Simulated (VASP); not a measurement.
Crystal: PbO2.

```
CELL_PARAMETERS angstrom
2.73693 -2.82298 0.00000
2.73693 2.82298 0.00000
0.00000 0.00000 5.16179
ATOMIC_POSITIONS crystal
Pb 0.65608 0.34392 0.78564
Pb 0.34392 0.65608 0.28564
O 0.35729 0.15599 0.10712
O 0.64271 0.84401 0.60712
O 0.15599 0.35729 0.60712
O 0.84401 0.64271 0.10712
```

The cell was generated, and may not be a known phase.

```yaml
Program: VASP 6.6.1
Task: relaxation of cell and atoms
Functional: PBE
Potentials_or_basis: VASP PAW PBE potentials, release 64 (Pb_d, O)
Cutoff: 600 eV
k_mesh: 4 × 4 × 4
Occupations: gaussian, width 0.1 eV
Spin: no spin polarisation
```

At the start: pressure 14.4 GPa; volume 13.29 Å³/atom.

Q: Where does the relaxation end?

A: Over 23 steps the energy falls by 164.6 meV/atom and the volume is 13.30 Å³/atom (+0.1 %); space group Cmc2_1 (No. 36, to 0.1 Å) before, Cmce (No. 64, to 0.1 Å).

The path:
```csv
step,energy change (eV),largest force (eV/Å),pressure (GPa),volume (Å³)
1,0.0000,1.7621,14.42,79.76
2,-0.3592,0.5759,-7.37,94.34
3,-0.4957,0.5640,-1.60,88.70
4,-0.5758,0.3586,-0.76,88.09
5,-0.5845,0.3183,-0.33,87.82
6,-0.6212,0.2755,-0.09,87.25
7,-0.7031,0.2954,0.74,85.56
8,-0.7414,0.9622,2.56,82.19
9,-0.7473,0.7483,2.02,83.06
10,-0.7664,0.6886,1.62,83.07
11,-0.8109,0.5342,0.41,83.11
12,-0.8477,0.3227,-1.71,83.18
13,-0.8756,0.2579,-1.18,82.46
14,-0.9287,0.3674,0.76,80.33
15,-0.8421,0.6689,6.96,76.13
16,-0.9340,0.4125,1.57,79.60
17,-0.9657,0.2502,1.12,79.46
18,-0.9806,0.0768,0.90,79.25
19,-0.9810,0.0882,0.89,79.28
20,-0.9867,0.0403,-0.07,79.83
21,-0.9870,0.0263,-0.37,80.01
22,-0.9870,0.0288,-0.32,79.99
23,-0.9875,0.0191,-0.07,79.81
```

Final structure:
```yaml
crystal:
  lattice:
    - [2.71237, -2.73150, 0.00000]
    - [2.71237, 2.73150, 0.00000]
    - [0.00000, 0.00000, 5.38617]
  atoms:
    - { symbol: Pb, position: [0.74942, 0.25058, 0.83308] }
    - { symbol: Pb, position: [0.25058, 0.74942, 0.33308] }
    - { symbol: O, position: [0.28074, 0.21919, 0.08340] }
    - { symbol: O, position: [0.71926, 0.78081, 0.58340] }
    - { symbol: O, position: [0.21919, 0.28074, 0.58340] }
    - { symbol: O, position: [0.78081, 0.71926, 0.08340] }
```

Caveat: the k points lie up to 0.41 Å⁻¹ apart in the final cell.
